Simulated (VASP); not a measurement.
Set up this calculation in VASP 6.6.1, as the native input.

```
Task                   : single point
Functional             : PBE
Potentials or basis    : VASP PAW PBE potentials, release 64 (Ga_d, Bi_d, Te, Se)
Cutoff                 : 520 eV
k mesh                 : 6 × 6 × 2
Occupations            : gaussian, width 0.1 eV
Spin                   : no spin polarisation
Dipole correction      : no
Further INCAR settings : ALGO = Normal; EDIFF = 1e-06; NBANDS = 31
```

The structure of GaBiTe2Se lies in POSCAR:

```
GaBiTe2Se
1.0
    4.5811771600      0.0000000000      0.0000000000
   -2.2905885800      3.9674158000      0.0000000000
    0.0000000000      0.0000000000      7.6131179800
Ga Bi Te Se
1 1 2 1
Direct
    0.6666666700      0.3333333300      0.6390969800
    0.3333333300      0.6666666700      0.9901350100
    0.6666666700      0.3333333300      0.2616020100
    0.0000000000      0.0000000000      0.7364320200
    0.0000000000      0.0000000000      0.3727349900
```

One way to write it, as run:

INCAR

```
SYSTEM = GaBiTe2Se
PREC     = Accurate       ! precision mode
ENCUT    = 520            ! plane-wave cutoff, eV
EDIFF    = 1E-6           ! SCF threshold, eV
ISMEAR   = 0              ! smearing method
SIGMA    = 0.1            ! smearing width, eV
LREAL    = .FALSE.        ! projectors in reciprocal space
LASPH    = .TRUE.         ! aspherical terms in the spheres
NELM     = 100            ! most SCF steps
ALGO     = Normal         ! electronic algorithm
ISIF     = 2              ! what is computed and relaxed
LWAVE    = .FALSE.        ! write WAVECAR
LCHARG   = .TRUE.         ! write CHGCAR
GGA      = PE             ! functional
LELF     = .TRUE.         ! ELF
LVHAR    = .TRUE.       
NBANDS   = 31             ! bands
```

KPOINTS

```
Automatic mesh
0
G
  6 6 2
  0 0 0
```

Potentials or basis: VASP PAW PBE potentials, release 64 (Ga_d, Bi_d, Te, Se).

The run is started by

```bash
$ cat potpaw_PBE.64/Ga_d/POTCAR potpaw_PBE.64/Bi_d/POTCAR potpaw_PBE.64/Te/POTCAR potpaw_PBE.64/Se/POTCAR > POTCAR
$ mpirun -np 1 vasp_std > vasp.out
```

It gave:

```
Pressure               : 8.0 GPa
Largest force          : 1.607 eV/Å
Band gap on the k mesh : zero (band 23 reaches 7.10 eV, above the bottom of band 24 at 6.37 eV)
```

Caveat: the k points lie up to 0.41 Å⁻¹ apart; spin-orbit coupling is left out, which moves the levels of the heavy elements; forces of over 1 eV/Å act on the atoms, so gaps and moduli don't describe the material at rest.

It took 40 s on 1 thread of AMD EPYC 9R45 96-Core Processor (Zen 5), on a shared host, peak memory 0.27 GiB.
